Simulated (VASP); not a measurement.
# Cd3SeS2 (P3m1) in VASP: notebook

The runs below take Cd3SeS2 through relaxation of cell and atoms, relaxation of shape and atoms at fixed volume, with PBE.

All numbers are computed with VASP 6.6.1; they aren't measurements. Logs are shortened: lines on timing, memory, paths and dates and some standing lists are left out, and cuts for length are marked.

## 1. The cell of the first run

The structure is trigonal, space group P3m1 (No. 156). The conventional cell has a = 4.252 Å, b = 4.252 Å, c = 10.428 Å, α = 90.00°, β = 90.00°, γ = 120.00°. Cd (site symmetry 3m) has 3 S at 2.59 Å and 1 Se at 2.68 Å within 3.4 Å. Cd (site symmetry 3m) has 4 S at 2.57 to 2.59 Å within 3.4 Å. Cd (site symmetry 3m) has 1 S at 2.56 Å and 3 Se at 2.65 Å within 3.4 Å. Se (site symmetry 3m) has 4 Cd at 2.65 to 2.68 Å within 3.5 Å. Within 3.4 Å of S (site symmetry 3m) lie 4 Cd at 2.57 to 2.59 Å. Within 3.4 Å of S (site symmetry 3m) lie 4 Cd at 2.56 to 2.59 Å.

## 2. Relaxation of cell and atoms, PBE

File INCAR:

```
PREC = Accurate
ENCUT = 600
EDIFF = 1E-7
ISMEAR = 0
SIGMA = 0.02
LREAL = F
LASPH = T
NELM = 60
ALGO = Normal
ISIF = 3
LWAVE = F
LCHARG = F
GGA = PE
IBRION = 2
NSW = 100
EDIFFG = -0.01
```

File KPOINTS:

```
Automatic mesh
0
Gamma
  6 6 4
```

File POSCAR:

```
Cd3SeS2
1.0
    4.2522953000      0.0000000000      0.0000000000
   -2.1261477000      3.6825958000      0.0000000000
    0.0000000000      0.0000000000     10.4284919000
Cd Se S
3 1 2
Direct
    0.0000000000      0.0000000000      0.9909710000
    0.3333333000      0.6666667000      0.6665880000
    0.6666667000      0.3333333000      0.3429170000
    0.0000000000      0.0000000000      0.2478580000
    0.3333333000      0.6666667000      0.9130000000
    0.6666667000      0.3333333000      0.5886650000
```

Potentials or basis: VASP PAW PBE potentials, release 64 (Cd, Se, S).

Started as:

```console
$ cat potpaw_PBE.64/Cd/POTCAR potpaw_PBE.64/Se/POTCAR potpaw_PBE.64/S/POTCAR > POTCAR
$ mpirun -np 1 vasp_std > vasp.out
```

OUTCAR:

```text
PREC = Accurate
   ENCUT = 600
   EDIFF = 1E-7
   ISMEAR = 0
   LREAL = F
   LASPH = T
   NELM = 60
   ISIF = 3
   GGA = PE
   IBRION = 2
   NSW = 100
   EDIFFG = -0.01

 ion  position               nearest neighbor table
   1  0.000  0.000  0.991-   5 2.59   5 2.59   5 2.59   4 2.68
   2  0.333  0.667  0.667-   5 2.57   6 2.59   6 2.59   6 2.59
   3  0.667  0.333  0.343-   6 2.56   4 2.65   4 2.65   4 2.65
   4  0.000  0.000  0.248-   3 2.65   3 2.65   3 2.65   1 2.68
   5  0.333  0.667  0.913-   2 2.57   1 2.59   1 2.59   1 2.59
   6  0.667  0.333  0.589-   3 2.56   2 2.59   2 2.59   2 2.59

  LATTYP: Found a hexagonal cell.
 ALAT       =     4.2522953000
 C/A-ratio  =     2.4524383102

  Lattice vectors:

 A1 = (   4.2522953000,   0.0000000000,   0.0000000000)
 A2 = (  -2.1261477000,   3.6825958000,   0.0000000000)
 A3 = (   0.0000000000,   0.0000000000,  10.4284919000)

Analysis of symmetry for initial positions (statically):
=====================================================================
 Subroutine PRICEL returns:
 Original cell was already a primitive cell.

 Routine SETGRP: Setting up the symmetry group for a
 hexagonal supercell.

 Subroutine GETGRP returns: Found  6 space group operations
 (whereof  6 operations were pure point group operations)
 out of a pool of 24 trial point group operations.

The static configuration has the point symmetry C_3v.

Analysis of symmetry for dynamics (positions and initial velocities):
=====================================================================
 Subroutine PRICEL returns:
 Original cell was already a primitive cell.

 Routine SETGRP: Setting up the symmetry group for a
 hexagonal supercell.

 Subroutine GETGRP returns: Found  6 space group operations
 (whereof  6 operations were pure point group operations)
 out of a pool of 24 trial point group operations.

The dynamic configuration has the point symmetry C_3v.

 Subroutine INISYM returns: Found  6 space group operations
 (whereof  6 operations are pure point group operations),
 and found     1 'primitive' translations

----------------------------------------------------------------------------------------

                                     Primitive cell

[... 83 lines left out ...]
   dimension x,y,z NGXF=    72 NGYF=   72 NGZF=  168
   ions per type =               3   1   2
   NGX,Y,Z   is equivalent  to a cutoff of  14.07, 14.07, 13.39 a.u.
   NGXF,Y,Z  is equivalent  to a cutoff of  28.15, 28.15, 26.78 a.u.
 SYSTEM =  unknown system
   PREC   = accura    normal or accurate (medium, high low for compatibility)
   ISTART =      0    job   : 0-new  1-cont  2-samecut
   ICHARG =      2    charge: 1-file 2-atom 10-const
   ISPIN  =      1    spin polarized calculation?
   LNONCOLLINEAR =      F non collinear calculations
   LSORBIT =      F    spin-orbit coupling
   LASPH  =      T    aspherical Exc in radial PAW
   ENCUT  =  600.0 eV  44.10 Ry    6.64 a.u.   8.49  8.49 20.83*2*pi/ulx,y,z
   NELM   =     60;   NELMIN=  2; NELMDL= -5     # of ELM steps
   EDIFF  = 0.1E-06   stopping-criterion for ELM
   LREAL  =      F    real-space projection
   EDIFFG = -.1E-01   stopping-criterion for IOM
   NSW    =    100    number of steps for IOM
   IBRION =      2    ionic relax: 0-MD 1-quasi-New 2-CG
   NFREE  =      1    steps in history (QN), initial steepest desc. (CG)
   ISIF   =      3    stress and relaxation
   ISYM   =      2    0-nonsym 1-usesym 2-fastsym
   POTIM  = 0.5000    time-step for ionic-motion
   TEBEG  =    0.0;   TEEND  =   0.0 temperature during run
   PSTRESS=    0.0 pullay stress
   NELECT =      54.0000    total number of electrons
   NUPDOWN=      -1.0000    fix difference up-down
   EMIN   =  10.00;   EMAX   =-10.00  energy-range for DOS
   EFERMI =   0.00;   METHOD = LEGACY
   ISMEAR =     0;   SIGMA  =   0.02  broadening in eV -4-tet -1-fermi 0-gaus
   EFERMI_NEDOS =   21; number of points for ismear=-14 and -15
   IALGO  =     38    algorithm
   IMIX   =      4    mixing-type and parameters
     AMIX     =   0.40;   BMIX     =  1.00
     AMIX_MAG =   1.60;   BMIX_MAG =  1.00
  volume/ion in A,a.u.               =      27.22       183.67
  Fermi-wavevector in a.u.,A,eV,Ry     =   1.132070  2.139301 17.436973  1.281581
  Thomas-Fermi vector in A             =   2.268770
   LORBIT       =      0    0 simple, 1 ext, 2 COOP (PROOUT), +10 PAW based schemes
   GGA     = PE    functional components
   LHFCALC =     F    Hartree Fock is set to
   AEXX    =    0.0000 exact exchange contribution
   IVDW    =     0    specifies the selected vdW correction
   LEPSILON=     F    determine dielectric tensor
   LRPA    =     F    only Hartree local field effects (RPA)
 conjugate gradient relaxation of ions
 non-spin polarized calculation
 Gauss-broadening in eV      SIGMA  =   0.02
  energy-cutoff  :      600.00
  volume of cell :      163.30
 maximum number of plane-waves:      5531
 NGX is ok and might be reduce to    36
   NGX = 17   NGY = 17   NGZ = 41

--------------------------------------- Ionic step        1  -------------------------------------------

 number of electron      53.9999994 magnetization

 Free energy of the ion-electron system (eV)
  ---------------------------------------------------
  ext. energy  EPLUGINS =         0.00000000
  ---------------------------------------------------
  free energy    TOTEN  =       -17.74772090 eV

  energy without entropy =      -17.74772090  energy(sigma->0) =      -17.74772090

------------------------ aborting loop because EDIFF is reached ----------------------------------------

  FORCE on cell =-STRESS in cart. coord.  units (eV):
  Direction    XX          YY          ZZ          XY          YZ          ZX
  --------------------------------------------------------------------------------------
  -------------------------------------------------------------------------------------
  Total        0.2481077      0.2481077      0.2495562     -0.0000000      0.0000000     -0.0000000
  in kB        2.4341754      2.4341755      2.4483860     -0.0000000      0.0000000     -0.0000000
  external PRESSURE =       2.4389123 kB  Pullay stress =       0.0000000 kB
[... 67 lines left out ...]
--------------------------------------- Ionic step        3  -------------------------------------------

 number of electron      53.9999993 magnetization

 Free energy of the ion-electron system (eV)
  ---------------------------------------------------
  ext. energy  EPLUGINS =         0.00000000
  ---------------------------------------------------
  free energy    TOTEN  =       -17.74830535 eV

  energy without entropy =      -17.74830535  energy(sigma->0) =      -17.74830535

 E-fermi :   1.0348     XC(G=0):  -8.8091

 val. band max:        0.9133095072   @ k =   0.0000   0.0000   0.0000
 cond. band min:       1.5665996790   @ k =   0.0000   0.0000   0.0000
 fundamental gap:      0.6532901718
 Fermi energy:         1.0347795364

 k-point     1 :       0.0000    0.0000    0.0000
  band No.  band energies     occupation
      1     -11.3896      2.00000
      2     -11.1353      2.00000
      3     -11.1010      2.00000
      4      -6.9065      2.00000
      5      -6.9065      2.00000
      6      -6.8899      2.00000
[... 862 lines left out ...]
  FREE ENERGIE OF THE ION-ELECTRON SYSTEM (eV)
  ---------------------------------------------------
  free  energy   TOTEN  =       -17.7483053524 eV

  energy  without entropy=      -17.7483053524  energy(sigma->0) =      -17.74830535

 reached required accuracy - stopping structural energy minimisation
```

Run time: 2.8 min. Hardware: 1 thread of Intel Xeon 6975P-C (Granite Rapids), shared host; peak memory 0.41 GiB.

What came out:

| Item | Value |
| --- | --- |
| Free energy | -17.7483 eV |
| Relaxed volume | 27.35 Å³/atom |
| Relaxed cell | a = 4.259 Å, b = 4.259 Å, c = 10.445 Å, α = 90.00°, β = 90.00°, γ = 120.00° |
| Space group after relaxing (to 0.1 Å) | P3m1 (No. 156) |
| Energy gained by relaxing | 0.1 meV/atom |
| Ionic steps | 3 |
| Pressure after relaxing | 0.0 GPa |
| Band gap on the k mesh | 0.65 eV |

Forces in eV/Å, atoms in the order of the input:
```
Cd   0.000  0.000  0.000
Cd   0.000  0.000  0.002
Cd   0.000  0.000 -0.002
Se   0.000  0.000  0.001
S    0.000  0.000  0.000
S    0.000  0.000 -0.001
```

The path:
| step | energy change (eV) | largest force (eV/Å) | pressure (GPa) | volume (Å³) |
| --- | --- | --- | --- | --- |
| 1 | 0.0000 | 0.0065 | 0.24 | 163.30 |
| 2 | -0.0005 | 0.0033 | -0.06 | 164.29 |
| 3 | -0.0006 | 0.0023 | 0.00 | 164.08 |

Final structure:
```
Cd Se S
1.0
     4.25897    0.00000    0.00000
    -2.12949    3.68838    0.00000
     0.00000    0.00000   10.44496
Cd Se S
3 1 2
Direct
  0.00000 0.00000 0.99097
  0.33333 0.66667 0.66658
  0.66667 0.33333 0.34292
  0.00000 0.00000 0.24783
  0.33333 0.66667 0.91302
  0.66667 0.33333 0.58867
```

Levels at points of the mesh, in eV from the valence-band top:
| k point | band 25 | band 26 | band 27 | band 28 | band 29 | band 30 |
| --- | --- | --- | --- | --- | --- | --- |
| (0.00, 0.00, 0.00) | -0.20 | 0.00 | 0.00 | 0.65 | 2.40 | 2.66 |
| (0.50, 0.00, 0.00) | -1.48 | -1.30 | -0.88 | 3.27 | 3.36 | 3.49 |
| (0.00, 0.00, 0.50) | -0.55 | -0.05 | -0.05 | 1.80 | 1.90 | 2.60 |
| (0.50, 0.00, 0.50) | -1.53 | -0.85 | -0.75 | 2.53 | 3.63 | 3.85 |

## 3. Relaxation of shape and atoms at fixed volume, PBE (28.03 Å³/atom)

This run uses another cell than the first one, of 28.03 Å³/atom.

File INCAR:

```
ALGO = Normal ; EDIFF = 1E-6
EDIFFG = -0.01 ; ENCUT = 600
GGA = PE ; IBRION = 2
ISIF = 4 ; ISMEAR = 0
LASPH = T ; LCHARG = F
LREAL = F ; LWAVE = F
NELM = 100 ; NSW = 50
PREC = Accurate ; SIGMA = 0.02
```

File KPOINTS:

```
k-points
0
Gamma
  6 6 4
```

File POSCAR:

```
Cd3SeS2
1.0
    4.2943999986      0.0000000292      0.0000000000
   -2.1472000246      3.7190594783      0.0000000000
    0.0000000000      0.0000000000     10.5317510105
Cd Se S
3 1 2
Direct
    0.0000000000      0.0000000000      0.9909710000
    0.3333333333      0.6666666667      0.6665880000
    0.6666666667      0.3333333333      0.3429170000
    0.0000000000      0.0000000000      0.2478580000
    0.3333333333      0.6666666667      0.9130000000
    0.6666666667      0.3333333333      0.5886650000
```

Potentials or basis: VASP PAW PBE potentials, release 64 (Cd, Se, S).

Started as:

```console
$ cat potpaw_PBE.64/Cd/POTCAR potpaw_PBE.64/Se/POTCAR potpaw_PBE.64/S/POTCAR > POTCAR
$ mpirun -np 1 vasp_std > vasp.out
```

Wall time 2.4 min (1 thread of Intel Xeon 6975P-C (Granite Rapids), shared host); peak memory 0.42 GiB.

It converged, with:

```yaml
Free_energy: -17.7344 eV
Energy_gained_by_relaxing: 0.0 meV/atom
Ionic_steps: 3
Pressure_after_relaxing: -1.2 GPa
Largest_force_after_relaxing: 0.008 eV/Å
Band_gap_on_the_k_mesh: 0.60 eV
```

Forces on the atoms (eV/Å):
```
Cd   0.000  0.000  0.007
Cd   0.000  0.000 -0.006
Cd   0.000  0.000 -0.003
Se   0.000  0.000 -0.002
S    0.000  0.000  0.008
S    0.000  0.000 -0.004
```

Final structure:
```
Cd Se S
1.0
     4.29481    0.00000    0.00000
    -2.14740    3.71941    0.00000
     0.00000    0.00000   10.52976
Cd Se S
3 1 2
Direct
  0.00000 0.00000 0.99100
  0.33333 0.66667 0.66674
  0.66667 0.33333 0.34274
  0.00000 0.00000 0.24811
  0.33333 0.66667 0.91288
  0.66667 0.33333 0.58853
```

Levels at points of the mesh, in eV from the valence-band top:
```
           k point  band 23  band 24  band 25  band 26  band 27  band 28  band 29  band 30  band 31  band 32
(0.00, 0.00, 0.00)    -0.62    -0.62    -0.20     0.00     0.00     0.60     2.36     2.61     6.05     6.16
(0.50, 0.00, 0.00)    -1.81    -1.58    -1.42    -1.24    -0.84     3.27     3.31     3.46     3.85     5.62
(0.00, 0.00, 0.50)    -0.91    -0.53    -0.53    -0.05    -0.05     1.74     1.85     2.56     5.65     6.01
(0.50, 0.00, 0.50)    -1.96    -1.73    -1.46    -0.81    -0.72     2.50     3.63     3.84     4.33     4.55
```
